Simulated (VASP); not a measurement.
# Na2S (Fm-3m) in VASP: single point with LDA

Aim: the single point of Na2S with LDA.

All numbers are computed with VASP 6.6.1; they aren't measurements. Logs are shortened: lines on timing, memory, paths and dates and some standing lists are left out, and cuts for length are marked.

### 1 The cell of the first run

The structure is cubic, space group Fm-3m (No. 225). Conventional cell: a = 6.547 Å, b = 6.547 Å, c = 6.547 Å, α = 90.00°, β = 90.00°, γ = 90.00°. Na (site symmetry -43m) has 4 S at 2.83 Å and 6 Na at 3.27 Å within 3.7 Å. S (site symmetry m-3m) has 8 Na at 2.83 Å within 3.7 Å.

### 2 Single point, LDA

File INCAR:

```
SYSTEM = Na2S
ALGO = Normal
EDIFF = 1E-6
ENCUT = 500
GGA_COMPAT = .False.
ISIF = 2
ISMEAR = 0
LASPH = .True.
LCHARG = .False.
LREAL = .False.
LWAVE = .False.
NBANDS = 17
NELM = 120
PREC = Accurate
SIGMA = 0.05
```

File KPOINTS:

```
k-points
0
Gamma
  10 10 10
  0 0 0
```

File POSCAR:

```
Na2S
1.0
    0.0000000000      3.2735000000      3.2735000000
    3.2735000000      0.0000000000      3.2735000000
    3.2735000000      3.2735000000      0.0000000000
Na S
2 1
Direct
    0.2500000000      0.2500000000      0.2500000000
    0.7500000000      0.7500000000      0.7500000000
    0.0000000000      0.0000000000      0.0000000000
```

Potentials or basis: VASP PAW LDA potentials, release 64 (Na_pv, S).

Command:

```
cat potpaw_LDA.64/Na_pv/POTCAR potpaw_LDA.64/S/POTCAR > POTCAR
mpirun -np 1 vasp_std > vasp.out
```

OUTCAR:

```text
SYSTEM = Na2S
   EDIFF = 1E-6
   ENCUT = 500
   ISIF = 2
   ISMEAR = 0
   LASPH = .True.
   LREAL = .False.
   NELM = 120
   PREC = Accurate

 ion  position               nearest neighbor table
   1  0.250  0.250  0.250-
   2  0.750  0.750  0.750-
   3  0.000  0.000  0.000-

  LATTYP: Found a face centered cubic cell.
 ALAT       =     6.5470000000

  Lattice vectors:

 A1 = (   0.0000000000,   3.2735000000,   3.2735000000)
 A2 = (   3.2735000000,   0.0000000000,   3.2735000000)
 A3 = (   3.2735000000,   3.2735000000,   0.0000000000)

Analysis of symmetry for initial positions (statically):
=====================================================================
 Subroutine PRICEL returns:
 Original cell was already a primitive cell.

 Routine SETGRP: Setting up the symmetry group for a
 face centered cubic supercell.

 Subroutine GETGRP returns: Found 48 space group operations
 (whereof 48 operations were pure point group operations)
 out of a pool of 48 trial point group operations.

The static configuration has the point symmetry O_h .

Analysis of symmetry for dynamics (positions and initial velocities):
=====================================================================
 Subroutine PRICEL returns:
 Original cell was already a primitive cell.

 Routine SETGRP: Setting up the symmetry group for a
 face centered cubic supercell.

 Subroutine GETGRP returns: Found 48 space group operations
 (whereof 48 operations were pure point group operations)
 out of a pool of 48 trial point group operations.

The dynamic configuration has the point symmetry O_h .

 Subroutine INISYM returns: Found 48 space group operations
 (whereof 48 operations are pure point group operations),
 and found     1 'primitive' translations

----------------------------------------------------------------------------------------

                                     Primitive cell

  volume of cell :      70.1564

  direct lattice vectors                    reciprocal lattice vectors
     0.000000000  3.273500000  3.273500000    -0.152741714  0.152741714  0.152741714
     3.273500000  0.000000000  3.273500000     0.152741714 -0.152741714  0.152741714
     3.273500000  3.273500000  0.000000000     0.152741714  0.152741714 -0.152741714

  length of vectors
     4.629428096  4.629428096  4.629428096     0.264556409  0.264556409  0.264556409

  position of ions in fractional coordinates (direct lattice)
     0.250000000  0.250000000  0.250000000
     0.750000000  0.750000000  0.750000000
     0.000000000  0.000000000  0.000000000

  ion indices of the primitive-cell ions
   primitive index   ion index
                 1           1
                 2           2
                 3           3

----------------------------------------------------------------------------------------

 KPOINTS: k-points

Automatic generation of k-mesh.
 Grid dimensions read from file:
 generate k-points for:   10   10   10

 Generating k-lattice:

  Cartesian coordinates                     Fractional coordinates (reciprocal lattice)
    -0.015274171  0.015274171  0.015274171     0.100000000  0.000000000  0.000000000
     0.015274171 -0.015274171  0.015274171     0.000000000  0.100000000  0.000000000
     0.015274171  0.015274171 -0.015274171     0.000000000  0.000000000  0.100000000

  Length of vectors
     0.026455641  0.026455641  0.026455641

  Shift w.r.t. Gamma in fractional coordinates (k-lattice)
     0.000000000  0.000000000  0.000000000

 Subroutine IBZKPT returns following result:
 ===========================================

 Found     47 irreducible k-points:

 Following reciprocal coordinates:
            Coordinates               Weight
  0.000000  0.000000  0.000000      1.000000
  0.100000  0.000000  0.000000      8.000000
  0.200000  0.000000  0.000000      8.000000
  0.300000  0.000000  0.000000      8.000000
  0.400000  0.000000  0.000000      8.000000
  0.500000  0.000000  0.000000      4.000000
[... 16 lines left out ...]
  0.300000  0.300000  0.000000      6.000000
  0.400000  0.300000  0.000000     24.000000
 [... further k-points ...]
   k-points           NKPTS =     47   k-points in BZ     NKDIM =     47   number of bands    NBANDS=     17
   number of dos      NEDOS =    301   number of ions     NIONS =      3
   total plane-waves  NPLWV =  46656
   dimension x,y,z NGX =    36 NGY =   36 NGZ =   36
   dimension x,y,z NGXF=    72 NGYF=   72 NGZF=   72
   ions per type =               2   1
   NGX,Y,Z   is equivalent  to a cutoff of  12.93, 12.93, 12.93 a.u.
   NGXF,Y,Z  is equivalent  to a cutoff of  25.86, 25.86, 25.86 a.u.
 SYSTEM =  Na2S
   PREC   = accura    normal or accurate (medium, high low for compatibility)
   ISTART =      0    job   : 0-new  1-cont  2-samecut
   ICHARG =      2    charge: 1-file 2-atom 10-const
   ISPIN  =      1    spin polarized calculation?
   LNONCOLLINEAR =      F non collinear calculations
   LSORBIT =      F    spin-orbit coupling
   LASPH  =      T    aspherical Exc in radial PAW
   ENCUT  =  500.0 eV  36.75 Ry    6.06 a.u.   8.44  8.44  8.44*2*pi/ulx,y,z
   NELM   =    120;   NELMIN=  2; NELMDL= -5     # of ELM steps
   EDIFF  = 0.1E-05   stopping-criterion for ELM
   LREAL  =      F    real-space projection
   EDIFFG = 0.1E-04   stopping-criterion for IOM
   NSW    =      0    number of steps for IOM
   IBRION =     -1    ionic relax: 0-MD 1-quasi-New 2-CG
   NFREE  =      0    steps in history (QN), initial steepest desc. (CG)
   ISIF   =      2    stress and relaxation
   ISYM   =      2    0-nonsym 1-usesym 2-fastsym
   POTIM  = 0.5000    time-step for ionic-motion
   TEBEG  =    0.0;   TEEND  =   0.0 temperature during run
   PSTRESS=    0.0 pullay stress
   NELECT =      20.0000    total number of electrons
   NUPDOWN=      -1.0000    fix difference up-down
   EMIN   =  10.00;   EMAX   =-10.00  energy-range for DOS
   EFERMI =   0.00;   METHOD = LEGACY
   ISMEAR =     0;   SIGMA  =   0.05  broadening in eV -4-tet -1-fermi 0-gaus
   EFERMI_NEDOS =   21; number of points for ismear=-14 and -15
   IALGO  =     38    algorithm
   IMIX   =      4    mixing-type and parameters
     AMIX     =   0.40;   BMIX     =  1.00
     AMIX_MAG =   1.60;   BMIX_MAG =  1.00
  volume/ion in A,a.u.               =      23.39       157.81
  Fermi-wavevector in a.u.,A,eV,Ry     =   1.077447  2.036079 15.794888  1.160892
  Thomas-Fermi vector in A             =   2.213359
   LORBIT       =      0    0 simple, 1 ext, 2 COOP (PROOUT), +10 PAW based schemes
   GGA     = CA    functional components
   LHFCALC =     F    Hartree Fock is set to
   AEXX    =    0.0000 exact exchange contribution
   IVDW    =     0    specifies the selected vdW correction
   LEPSILON=     F    determine dielectric tensor
   LRPA    =     F    only Hartree local field effects (RPA)
 non-spin polarized calculation
 Gauss-broadening in eV      SIGMA  =   0.05
  energy-cutoff  :      500.00
  volume of cell :       70.16
 maximum number of plane-waves:      1807
 NGX is ok and might be reduce to    36
   NGX = 17   NGY = 17   NGZ = 17

 number of electron      19.9999983 magnetization

 Free energy of the ion-electron system (eV)
  ---------------------------------------------------
  ext. energy  EPLUGINS =         0.00000000
  ---------------------------------------------------
  free energy    TOTEN  =       -10.87735091 eV

  energy without entropy =      -10.87735091  energy(sigma->0) =      -10.87735091

 E-fermi :   0.2177     XC(G=0):  -8.2612

 val. band max:       -0.0581169004   @ k =   0.0000   0.0000   0.0000
 cond. band min:       2.1866964729   @ k =   0.0000   0.0000   0.0000
 fundamental gap:      2.2448133733
 Fermi energy:         0.2177002295

 k-point     1 :       0.0000    0.0000    0.0000
  band No.  band energies     occupation
      1     -22.2610      2.00000
      2     -22.2610      2.00000
      3     -22.2610      2.00000
      4     -22.2054      2.00000
      5     -22.2054      2.00000
      6     -22.2054      2.00000
[... 9 lines left out ...]
     16       9.1603      0.00000
     17      10.8994      0.00000

 k-point     2 :       0.1000    0.0000    0.0000
  band No.  band energies     occupation
      1     -22.2601      2.00000
      2     -22.2598      2.00000
      3     -22.2598      2.00000
      4     -22.2075      2.00000
      5     -22.2069      2.00000
      6     -22.2069      2.00000
[... 9 lines left out ...]
     16       8.8510      0.00000
     17      10.5986      0.00000

 k-point     3 :       0.2000    0.0000    0.0000
  band No.  band energies     occupation
      1     -22.2575      2.00000
      2     -22.2560      2.00000
      3     -22.2560      2.00000
      4     -22.2133      2.00000
      5     -22.2110      2.00000
      6     -22.2110      2.00000
[... 9 lines left out ...]
     16       8.7015      0.00000
     17      10.1451      0.00000

 k-point     4 :       0.3000    0.0000    0.0000
  band No.  band energies     occupation
      1     -22.2533      2.00000
      2     -22.2502      2.00000
      3     -22.2502      2.00000
      4     -22.2215      2.00000
      5     -22.2175      2.00000
      6     -22.2175      2.00000
[... 9 lines left out ...]
     16       9.2334      0.00000
     17      10.0142      0.00000
[... 343 lines left out ...]
      1     -22.2695      2.00000
      2     -22.2416      2.00000
      3     -22.2392      2.00000
      4     -22.2325      2.00000
      5     -22.2285      2.00000
      6     -22.2004      2.00000
[... 9 lines left out ...]
     16      10.4477      0.00000
     17      11.2460      0.00000

 k-point    23 :       0.3000    0.3000    0.0000
  band No.  band energies     occupation
      1     -22.2685      2.00000
      2     -22.2685      2.00000
      3     -22.2595      2.00000
      4     -22.2155      2.00000
      5     -22.2005      2.00000
      6     -22.2005      2.00000
[... 9 lines left out ...]
     16      10.3433      0.00000
     17      12.4963      0.00000

 k-point    24 :       0.4000    0.3000    0.0000
  band No.  band energies     occupation
      1     -22.2707      2.00000
      2     -22.2684      2.00000
      3     -22.2684      2.00000
      4     -22.2061      2.00000
      5     -22.2014      2.00000
      6     -22.2011      2.00000
[... 9 lines left out ...]
     16      10.9952      0.00000
     17      11.8863      0.00000

 [... further k-points ...]

------------------------ aborting loop because EDIFF is reached ----------------------------------------

  FORCE on cell =-STRESS in cart. coord.  units (eV):
  Direction    XX          YY          ZZ          XY          YZ          ZX
  --------------------------------------------------------------------------------------
  -------------------------------------------------------------------------------------
  Total       -0.9193009     -0.9193009     -0.9193009      0.0000000     -0.0000000     -0.0000000
  in kB      -20.9942925    -20.9942925    -20.9942925      0.0000000     -0.0000000     -0.0000000
  external PRESSURE =     -20.9942925 kB  Pullay stress =       0.0000000 kB

 VOLUME and BASIS-vectors are now :
 -----------------------------------------------------------------------------
  energy-cutoff  :      500.00
  volume of cell :       70.16
      direct lattice vectors                 reciprocal lattice vectors
     0.000000000  3.273500000  3.273500000    -0.152741714  0.152741714  0.152741714
     3.273500000  0.000000000  3.273500000     0.152741714 -0.152741714  0.152741714
     3.273500000  3.273500000  0.000000000     0.152741714  0.152741714 -0.152741714

 POSITION                                       TOTAL-FORCE (eV/Angst)
 -----------------------------------------------------------------------------------
      1.63675      1.63675      1.63675        -0.000000     -0.000000     -0.000000
      4.91025      4.91025      4.91025         0.000000      0.000000      0.000000
      0.00000      0.00000      0.00000        -0.000000      0.000000     -0.000000
 -----------------------------------------------------------------------------------
    total drift:                                0.000000      0.000000      0.000000

  FREE ENERGIE OF THE ION-ELECTRON SYSTEM (eV)
  ---------------------------------------------------
  free  energy   TOTEN  =       -10.8773509101 eV

  energy  without entropy=      -10.8773509101  energy(sigma->0) =      -10.87735091
```

It took 74 s on 1 thread of AMD EPYC 9R45 (Zen 5), shared host; peak memory 0.15 GiB.

What came out:

| Quantity | Value |
| --- | --- |
| Free energy | -10.8774 eV |
| Pressure | -2.1 GPa |
| Band gap on the k mesh | 2.24 eV, direct |
